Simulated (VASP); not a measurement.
# TiO2 (P4_2/mnm) in VASP: notebook

The runs below take TiO2 through single point, with PBE.

Program: VASP 6.6.1. These are calculated values, not measurements. Logs are shortened: lines on timing, memory, paths and dates and some standing lists are left out, and cuts for length are marked.

### Step 1. The cell of the first run

It takes space group P4_2/mnm (No. 136, tetragonal). Conventional cell: a = 4.439 Å, b = 4.439 Å, c = 3.070 Å, α = 90.00°, β = 90.00°, γ = 90.00°. Within 2.5 Å of Ti (site symmetry mmm) lie 6 O at 1.92 to 1.96 Å. O (site symmetry m2m) has 3 Ti at 1.92 to 1.96 Å and 1 O at 2.45 Å within 2.5 Å.

### Step 2. Single point, PBE (volume 10.083 Å^3 an atom, c/a of the conventional cell 0.6917)

INCAR reads:

```
  ALGO = Normal
  EDIFF = 1E-6
  ENCUT = 520
  GGA = PE
  ISIF = 2
  ISMEAR = 0
  LASPH = True
  LCHARG = True
  LELF = True
  LREAL = False
  LVHAR = True
  LWAVE = False
  NBANDS = 33
  NELM = 80
  PREC = Accurate
  SIGMA = 0.05
```

KPOINTS reads:

```
k-points
0
Gamma
  8 8 10
```

POSCAR reads:

```
TiO2
1.0
    4.4388903173      0.0000000000      0.0000000000
    0.0000000000      4.4388903173      0.0000000000
    0.0000000000      0.0000000000      3.0703804325
Ti O
2 4
Direct
    0.0000000000      0.0000000000      0.0000000000
    0.5000000000      0.5000000000      0.5000000000
    0.3050970583      0.3050970583      0.0000000000
    0.1949029417      0.8050970583      0.5000000000
    0.6949029417      0.6949029417      0.0000000000
    0.8050970583      0.1949029417      0.5000000000
```

Potentials or basis: VASP PAW PBE potentials, release 64 (Ti_sv, O).

The run is started by

```
$ cat potpaw_PBE.64/Ti_sv/POTCAR potpaw_PBE.64/O/POTCAR > POTCAR
$ mpirun -np 1 vasp_std > vasp.out
```

OUTCAR:

```text
EDIFF = 1E-6
   ENCUT = 520
   GGA = PE
   ISIF = 2
   ISMEAR = 0
   LASPH = True
   LREAL = False
   NELM = 80
   PREC = Accurate

 ion  position               nearest neighbor table
   1  0.000  0.000  0.000-   3 1.92   5 1.92   4 1.96   6 1.96   4 1.96   6 1.96
   2  0.500  0.500  0.500-   4 1.92   6 1.92   5 1.96   3 1.96   3 1.96   5 1.96
   3  0.305  0.305  0.000-   1 1.92   2 1.96   2 1.96
   4  0.195  0.805  0.500-   2 1.92   1 1.96   1 1.96
   5  0.695  0.695  0.000-   1 1.92   2 1.96   2 1.96
   6  0.805  0.195  0.500-   2 1.92   1 1.96   1 1.96

  LATTYP: Found a simple tetragonal cell.
 ALAT       =     4.4388903173
 C/A-ratio  =     0.6917000000

  Lattice vectors:

 A1 = (   4.4388903173,   0.0000000000,   0.0000000000)
 A2 = (   0.0000000000,   4.4388903173,   0.0000000000)
 A3 = (   0.0000000000,   0.0000000000,   3.0703804325)

Analysis of symmetry for initial positions (statically):
=====================================================================
 Subroutine PRICEL returns:
 Original cell was already a primitive cell.

 Routine SETGRP: Setting up the symmetry group for a
 simple tetragonal supercell.

 Subroutine GETGRP returns: Found 16 space group operations
 (whereof  8 operations were pure point group operations)
 out of a pool of 16 trial point group operations.

The static configuration has the point symmetry D_2h.
 The point group associated with its full space group is D_4h.

Analysis of symmetry for dynamics (positions and initial velocities):
=====================================================================
 Subroutine PRICEL returns:
 Original cell was already a primitive cell.

 Routine SETGRP: Setting up the symmetry group for a
 simple tetragonal supercell.

 Subroutine GETGRP returns: Found 16 space group operations
 (whereof  8 operations were pure point group operations)
 out of a pool of 16 trial point group operations.

The dynamic configuration has the point symmetry D_2h.
 The point group associated with its full space group is D_4h.

 Subroutine INISYM returns: Found 16 space group operations
 (whereof  8 operations are pure point group operations),
 and found     1 'primitive' translations

----------------------------------------------------------------------------------------

                                     Primitive cell

  volume of cell :      60.4980

  direct lattice vectors                    reciprocal lattice vectors
     4.438890317  0.000000000  0.000000000     0.225281530  0.000000000  0.000000000
     0.000000000  4.438890317  0.000000000     0.000000000  0.225281530  0.000000000
     0.000000000  0.000000000  3.070380432     0.000000000  0.000000000  0.325692539

  length of vectors
     4.438890317  4.438890317  3.070380432     0.225281530  0.225281530  0.325692539

  position of ions in fractional coordinates (direct lattice)
     0.000000000  0.000000000  0.000000000
     0.500000000  0.500000000  0.500000000
     0.305097058  0.305097058  0.000000000
     0.194902942  0.805097058  0.500000000
     0.694902942  0.694902942  0.000000000
     0.805097058  0.194902942  0.500000000

  ion indices of the primitive-cell ions
   primitive index   ion index
                 1           1
                 2           2
                 3           3
                 4           4
                 5           5
                 6           6

----------------------------------------------------------------------------------------

 KPOINTS: k-points

Automatic generation of k-mesh.
 Grid dimensions read from file:
 generate k-points for:    8    8   10

 Generating k-lattice:

  Cartesian coordinates                     Fractional coordinates (reciprocal lattice)
     0.028160191  0.000000000  0.000000000     0.125000000  0.000000000  0.000000000
     0.000000000  0.028160191  0.000000000     0.000000000  0.125000000  0.000000000
     0.000000000  0.000000000  0.032569254     0.000000000  0.000000000  0.100000000

  Length of vectors
     0.028160191  0.028160191  0.032569254

  Shift w.r.t. Gamma in fractional coordinates (k-lattice)
     0.000000000  0.000000000  0.000000000

 Subroutine IBZKPT returns following result:
 ===========================================

 Found     90 irreducible k-points:

 Following reciprocal coordinates:
            Coordinates               Weight
  0.000000  0.000000  0.000000      1.000000
  0.125000  0.000000  0.000000      4.000000
  0.250000  0.000000  0.000000      4.000000
  0.375000  0.000000  0.000000      4.000000
  0.500000  0.000000  0.000000      2.000000
  0.125000  0.125000  0.000000      4.000000
[... 16 lines left out ...]
  0.375000  0.125000  0.100000     16.000000
  0.500000  0.125000  0.100000      8.000000
 [... further k-points ...]
   k-points           NKPTS =     90   k-points in BZ     NKDIM =     90   number of bands    NBANDS=     33
   number of dos      NEDOS =    301   number of ions     NIONS =      6
   total plane-waves  NPLWV =  31104
   dimension x,y,z NGX =    36 NGY =   36 NGZ =   24
   dimension x,y,z NGXF=    72 NGYF=   72 NGZF=   48
   ions per type =               2   4
   NGX,Y,Z   is equivalent  to a cutoff of  13.48, 13.48, 12.99 a.u.
   NGXF,Y,Z  is equivalent  to a cutoff of  26.97, 26.97, 25.99 a.u.
 SYSTEM =  unknown system
   PREC   = accura    normal or accurate (medium, high low for compatibility)
   ISTART =      0    job   : 0-new  1-cont  2-samecut
   ICHARG =      2    charge: 1-file 2-atom 10-const
   ISPIN  =      1    spin polarized calculation?
   LNONCOLLINEAR =      F non collinear calculations
   LSORBIT =      F    spin-orbit coupling
   LASPH  =      T    aspherical Exc in radial PAW
   ENCUT  =  520.0 eV  38.22 Ry    6.18 a.u.   8.25  8.25  5.71*2*pi/ulx,y,z
   NELM   =     80;   NELMIN=  2; NELMDL= -5     # of ELM steps
   EDIFF  = 0.1E-05   stopping-criterion for ELM
   LREAL  =      F    real-space projection
   EDIFFG = 0.1E-04   stopping-criterion for IOM
   NSW    =      0    number of steps for IOM
   IBRION =     -1    ionic relax: 0-MD 1-quasi-New 2-CG
   NFREE  =      0    steps in history (QN), initial steepest desc. (CG)
   ISIF   =      2    stress and relaxation
   ISYM   =      2    0-nonsym 1-usesym 2-fastsym
   POTIM  = 0.5000    time-step for ionic-motion
   TEBEG  =    0.0;   TEEND  =   0.0 temperature during run
   PSTRESS=    0.0 pullay stress
   NELECT =      48.0000    total number of electrons
   NUPDOWN=      -1.0000    fix difference up-down
   EMIN   =  10.00;   EMAX   =-10.00  energy-range for DOS
   EFERMI =   0.00;   METHOD = LEGACY
   ISMEAR =     0;   SIGMA  =   0.05  broadening in eV -4-tet -1-fermi 0-gaus
   EFERMI_NEDOS =   21; number of points for ismear=-14 and -15
   IALGO  =     38    algorithm
   IMIX   =      4    mixing-type and parameters
     AMIX     =   0.40;   BMIX     =  1.00
     AMIX_MAG =   1.60;   BMIX_MAG =  1.00
  volume/ion in A,a.u.               =      10.08        68.04
  Fermi-wavevector in a.u.,A,eV,Ry     =   1.515566  2.864005 31.251777  2.296941
  Thomas-Fermi vector in A             =   2.625073
   LORBIT       =      0    0 simple, 1 ext, 2 COOP (PROOUT), +10 PAW based schemes
   GGA     = PE    functional components
   LHFCALC =     F    Hartree Fock is set to
   AEXX    =    0.0000 exact exchange contribution
   IVDW    =     0    specifies the selected vdW correction
   LEPSILON=     F    determine dielectric tensor
   LRPA    =     F    only Hartree local field effects (RPA)
 non-spin polarized calculation
 Gauss-broadening in eV      SIGMA  =   0.05
  energy-cutoff  :      520.00
  volume of cell :       60.50
 maximum number of plane-waves:      1656
 NGX is ok and might be reduce to    36
   NGX = 17   NGY = 17   NGZ = 11

 number of electron      47.9999998 magnetization

 Free energy of the ion-electron system (eV)
  ---------------------------------------------------
  ext. energy  EPLUGINS =         0.00000000
  ---------------------------------------------------
  free energy    TOTEN  =       -53.37457104 eV

  energy without entropy =      -53.37457104  energy(sigma->0) =      -53.37457104

 E-fermi :   5.6164     XC(G=0): -11.6056

 val. band max:        5.3203696864   @ k =   0.0000   0.0000   0.0000
 cond. band min:       7.2124630168   @ k =   0.0000   0.0000   0.0000
 fundamental gap:      1.8920933304
 Fermi energy:         5.6164403509

 k-point     1 :       0.0000    0.0000    0.0000
  band No.  band energies     occupation
      1     -51.6421      2.00000
      2     -51.6191      2.00000
      3     -27.9805      2.00000
      4     -27.9805      2.00000
      5     -27.7916      2.00000
      6     -27.7916      2.00000
[... 25 lines left out ...]
     32      11.9325      0.00000
     33      11.9325      0.00000

 k-point     2 :       0.1250    0.0000    0.0000
  band No.  band energies     occupation
      1     -51.6412      2.00000
      2     -51.6200      2.00000
      3     -27.9745      2.00000
      4     -27.9737      2.00000
      5     -27.7994      2.00000
      6     -27.7985      2.00000
[... 25 lines left out ...]
     32      11.8620      0.00000
     33      11.8802      0.00000

 k-point     3 :       0.2500    0.0000    0.0000
  band No.  band energies     occupation
      1     -51.6387      2.00000
      2     -51.6225      2.00000
      3     -27.9571      2.00000
      4     -27.9544      2.00000
      5     -27.8210      2.00000
      6     -27.8181      2.00000
[... 25 lines left out ...]
     32      11.6897      0.00000
     33      11.7414      0.00000

 k-point     4 :       0.3750    0.0000    0.0000
  band No.  band energies     occupation
      1     -51.6349      2.00000
      2     -51.6262      2.00000
      3     -27.9312      2.00000
      4     -27.9267      2.00000
      5     -27.8509      2.00000
      6     -27.8464      2.00000
[... 673 lines left out ...]
     32      11.3041      0.00000
     33      11.6925      0.00000

 k-point    23 :       0.3750    0.1250    0.1000
  band No.  band energies     occupation
      1     -51.6318      2.00000
      2     -51.6241      2.00000
      3     -27.9538      2.00000
      4     -27.9024      2.00000
      5     -27.8758      2.00000
      6     -27.8224      2.00000
[... 25 lines left out ...]
     32      11.2596      0.00000
     33      11.5556      0.00000

 k-point    24 :       0.5000    0.1250    0.1000
  band No.  band energies     occupation
      1     -51.6279      2.00000
      2     -51.6279      2.00000
      3     -27.9285      2.00000
      4     -27.9285      2.00000
      5     -27.8498      2.00000
      6     -27.8498      2.00000
[... 25 lines left out ...]
     32      11.2724      0.00000
     33      11.8378      0.00000

 [... further k-points ...]
[... 5 lines left out ...]
  --------------------------------------------------------------------------------------
  -------------------------------------------------------------------------------------
  Total        6.5672810      6.5672810      0.0727004     -0.0000000      0.0000000      0.0000000
  in kB      173.9222583    173.9222583      1.9253345     -0.0000000      0.0000000      0.0000000
  external PRESSURE =     116.5899504 kB  Pullay stress =       0.0000000 kB

 VOLUME and BASIS-vectors are now :
 -----------------------------------------------------------------------------
  energy-cutoff  :      520.00
  volume of cell :       60.50
      direct lattice vectors                 reciprocal lattice vectors
     4.438890317  0.000000000  0.000000000     0.225281530  0.000000000  0.000000000
     0.000000000  4.438890317  0.000000000     0.000000000  0.225281530  0.000000000
     0.000000000  0.000000000  3.070380432     0.000000000  0.000000000  0.325692539

 POSITION                                       TOTAL-FORCE (eV/Angst)
 -----------------------------------------------------------------------------------
      0.00000      0.00000      0.00000         0.000000      0.000000      0.000000
      2.21945      2.21945      1.53519         0.000000      0.000000      0.000000
      1.35429      1.35429      0.00000        -0.080900     -0.080900      0.000000
      0.86515      3.57374      1.53519         0.080900     -0.080900      0.000000
      3.08460      3.08460      0.00000         0.080900      0.080900     -0.000000
      3.57374      0.86515      1.53519        -0.080900      0.080900     -0.000000
 -----------------------------------------------------------------------------------
    total drift:                               -0.000000      0.000000     -0.000000

  FREE ENERGIE OF THE ION-ELECTRON SYSTEM (eV)
  ---------------------------------------------------
  free  energy   TOTEN  =       -53.3745710354 eV

  energy  without entropy=      -53.3745710354  energy(sigma->0) =      -53.37457104
```

Run time: 91 s. Hardware: 1 thread of Intel Xeon Platinum 8488C (Sapphire Rapids), shared host; peak memory 0.26 GiB.

What came out:

```
Free energy            : -53.3746 eV
Pressure               : 11.7 GPa
Largest force          : 0.114 eV/Å
Band gap on the k mesh : 1.89 eV, direct
```

Forces on the atoms (eV/Å):
```
Ti   0.000  0.000  0.000
Ti   0.000  0.000  0.000
O   -0.081 -0.081  0.000
O    0.081 -0.081  0.000
O    0.081  0.081  0.000
O   -0.081  0.081  0.000
```

 A k mesh can miss the band edges.

### Step 3. Single point, PBE (volume 10.651 Å^3 an atom, c/a of the conventional cell 0.6131)

INCAR reads:

```
PREC = Accurate ; ENCUT = 520
EDIFF = 1E-7 ; ISMEAR = 0
SIGMA = 0.05 ; LREAL = False
LASPH = True ; NELM = 60
ALGO = Normal ; ISIF = 2
LWAVE = False ; LCHARG = False
GGA = PE ; NBANDS = 33
```

KPOINTS reads:

```
Automatic mesh
0
Gamma
  8 8 10
```

Changes to POSCAR since step 2:

```diff
@@ -2,5 +2,5 @@
 1.0
-    4.4388903173      0.0000000000      0.0000000000
-    0.0000000000      4.4388903173      0.0000000000
-    0.0000000000      0.0000000000      3.0703804325
+    4.7061564065      0.0000000000      0.0000000000
+    0.0000000000      4.7061564065      0.0000000000
+    0.0000000000      0.0000000000      2.8853444928
 Ti O
```

Potentials or basis: VASP PAW PBE potentials, release 64 (Ti_sv, O).

The run is started by

```
$ cat potpaw_PBE.64/Ti_sv/POTCAR potpaw_PBE.64/O/POTCAR > POTCAR
$ mpirun -np 1 vasp_std > vasp.out
```

Run time: 1.8 min. Hardware: 1 thread of Intel Xeon Platinum 8488C (Sapphire Rapids), shared host; peak memory 0.27 GiB.

Results (log left out):

```
Free energy            : -53.6139 eV
Pressure               : 2.6 GPa
Largest force          : 0.037 eV/Å
Band gap on the k mesh : 1.92 eV, direct
```

Forces on the atoms (eV/Å):
```
Ti   0.000  0.000  0.000
Ti   0.000  0.000  0.000
O   -0.026 -0.026  0.000
O    0.026 -0.026  0.000
O    0.026  0.026  0.000
O   -0.026  0.026  0.000
```

Stress tensor (GPa, compression positive):
```
-1.26  0.00  0.00
 0.00 -1.26  0.00
 0.00  0.00 10.30
```

Levels at points of the mesh, in eV from the valence-band top:
| k point | band 20 | band 21 | band 22 | band 23 | band 24 | band 25 | band 26 | band 27 | band 28 | band 29 |
| --- | --- | --- | --- | --- | --- | --- | --- | --- | --- | --- |
| (0.00, 0.00, 0.00) | -1.53 | -0.44 | -0.37 | -0.37 | 0.00 | 1.92 | 2.15 | 2.69 | 2.72 | 2.72 |
| (0.50, 0.00, 0.00) | -2.88 | -1.22 | -1.22 | -0.64 | -0.64 | 2.57 | 2.57 | 3.14 | 3.14 | 3.75 |
| (0.50, 0.50, 0.00) | -2.10 | -0.98 | -0.98 | -0.96 | -0.96 | 1.93 | 1.93 | 2.74 | 2.74 | 4.00 |
| (0.00, 0.00, 0.50) | -2.82 | -2.00 | -2.00 | -1.35 | -1.35 | 2.98 | 2.98 | 3.60 | 3.60 | 3.68 |
| (0.50, 0.00, 0.50) | -2.18 | -1.93 | -1.93 | -0.89 | -0.89 | 2.02 | 2.02 | 3.59 | 3.59 | 3.92 |
| (0.50, 0.50, 0.50) | -2.80 | -1.08 | -1.08 | -0.63 | -0.63 | 2.67 | 2.67 | 3.26 | 3.26 | 3.62 |

 A k mesh can miss the band edges.
